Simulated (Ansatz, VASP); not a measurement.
## MnS: VASP beside Ansatz

```xyz
4
Lattice="1.8300 1.0565 5.9418 -1.8300 1.0565 5.9418 0.0000 -2.1131 5.9418" Properties=species:S:1:pos:R:3 pbc="T T T"
Mn    0.0000    0.0000    0.0000
Mn    0.0000    0.0000    8.9128
S     0.0000    0.0000   13.3691
S     0.0000    0.0000    4.4564
```

Alike in both runs: task single point; functional PBEsol; k mesh 7 × 7 × 7; occupations fermi-dirac, width 0.05 eV; collinear spin.

```csv
,VASP,Ansatz
version,VASP 6.6.1,Ansatz 0.2.0
potentials or method,"VASP PAW PBE potentials, release 64 (Mn_pv, S)","plane waves, PAW"
plane-wave cutoff (eV),520,420
valence electrons in the cell,38,42
```

```tsv
	VASP	Ansatz	Ansatz less VASP
net moment per atom (μB)	2.29	2.29	-0.001
size of the moment on the site where the two differ most (μB)	4.16	4.10	-0.059
```

VASP's potentials were made for PBE, not for PBEsol. Site moments also hang on the region over which each program counts them. VASP's potentials hold 38 valence electrons a cell and Ansatz's 42, so a difference there can come from the potentials and not from the codes. Ansatz's warnings: given moment on shells.
